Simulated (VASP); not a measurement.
Wanted: the native input for a VASP 6.6.1 run.

| Property | Result |
| --- | --- |
| Task | single point |
| Functional | revPBE |
| Potentials or basis | VASP PAW PBE potentials, release 64 (Ni) |
| Cutoff | 520 eV |
| k mesh | 17 × 17 × 16 |
| Occupations | fermi-dirac, width 0.1 eV |
| Spin | no spin polarisation |
| Dipole correction | no |
| Further INCAR settings | ALGO = Normal; EDIFF = 1e-07; NBANDS = 17 |

The structure of Ni lies in POSCAR:

```
Ni
1.0
   -2.9660166606      2.9663436363      1.2256011131
    2.9663436363     -2.9660166606      1.2256011131
    1.5451105245      1.5451105245     -1.2250022564
Ni
2
Direct
    0.0000209121      0.9999790879      0.0000000000
    0.7499790879      0.2500209121      0.5000000000
```

One way to write it, as run:

INCAR

```
SYSTEM = Ni
  PREC = Accurate
  ENCUT = 520
  EDIFF = 1E-7
  ISMEAR = -1
  SIGMA = 0.1
  LREAL = .FALSE.
  LASPH = .TRUE.
  NELM = 100
  ALGO = Normal
  ISIF = 2
  LWAVE = .FALSE.
  LCHARG = .FALSE.
  GGA = RE
  NBANDS = 17
```

KPOINTS

```
regular mesh
0
G
  17 17 16
  0 0 0
```

Potentials or basis: VASP PAW PBE potentials, release 64 (Ni).

Command:

```sh
$ cat potpaw_PBE.64/Ni/POTCAR > POTCAR
$ mpirun -np 1 vasp_std > vasp.out
```

Results of the run:

```yaml
Pressure: 0.2 GPa
Band_gap_on_the_k_mesh: zero (band 10 reaches 9.08 eV, above the bottom of band 11 at 8.37 eV)
```

Caveat: the PAW data sets were made with another functional, which shifts forces and pressure a little; the run has no spin polarisation, though such a crystal can be magnetic.

Wall time 22 min on 1 thread of Oxide Virtual Turin-like Processor, on a shared host, peak memory 0.46 GiB.
